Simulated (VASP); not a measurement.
A run of VASP 6.6.1 is set up as follows.

File INCAR:

```
SYSTEM = Li8Cl7
PREC = Accurate
ENCUT = 520
EDIFF = 1E-7
ISMEAR = 0
SIGMA = 0.05
LREAL = Auto
LASPH = .True.
NELM = 60
ALGO = Normal
ISIF = 2
LWAVE = .False.
LCHARG = .False.
GGA = PE
NBANDS = 50
```

KPOINTS

```
Automatic mesh
0
Gamma
  4 4 4
  0 0 0
```

POSCAR

```
Li8Cl7
1.0
   -1.9626901213      3.3994790095     -6.2893910683
   -1.9626901213      3.3994790095      6.2893910683
    7.8507604851      0.0000000001      0.0000000000
Li Cl
8 7
Direct
    0.6483940910      0.5926852003      0.3322172508
    0.2258940692      0.1141509779      0.3607379260
    0.7234424823      0.5989639769      0.8298170739
    0.2311400267      0.0686320846      0.8391416060
    0.0860551266      0.5849485753      0.1519132241
    0.6667091307      0.0367354246      0.1564283717
    0.1643946961      0.4999241579      0.6266543301
    0.6519914863      0.0364031157      0.6605854675
    0.4304525269      0.9405104904      0.3241961814
    0.9265247232      0.4259322230      0.8065916544
    0.4261827663      0.8926857978      0.8182223001
    0.8340571915      0.8020385115      0.1767671904
    0.1781573550      0.3824332516      0.2895702461
    0.8347931085      0.8360714516      0.6735495722
    0.3454131433      0.3142829436      0.7036075044
```

Potentials or basis: VASP PAW PBE potentials, release 64 (Li_sv, Cl).

Command:

```console
$ cat potpaw_PBE.64/Li_sv/POTCAR potpaw_PBE.64/Cl/POTCAR > POTCAR
$ mpirun -np 1 vasp_std > vasp.out
```

Problem. What does it give for the band gap on the k mesh?

Solution. Zero (an odd number of electrons rules out a gap without spin polarisation).

Problem. What does it give for the largest force?

Solution. 0.010 eV/Å.

Forces in eV/Å, atoms in the order of the input:
```
Li   0.004 -0.006  0.005
Li  -0.002 -0.001  0.001
Li  -0.001  0.003  0.002
Li   0.000  0.000  0.001
Li  -0.001 -0.004  0.007
Li  -0.001 -0.004  0.006
Li  -0.003 -0.001 -0.003
Li   0.001  0.001  0.002
Cl  -0.002  0.002 -0.006
Cl   0.002  0.002 -0.001
Cl   0.002  0.002 -0.003
Cl  -0.004  0.007 -0.005
Cl   0.002  0.001  0.001
Cl   0.003  0.000 -0.002
Cl   0.001 -0.001 -0.003
```

Caveat: an odd number of electrons without spin polarisation forces a metal; a magnetic or distorted state may lie lower.
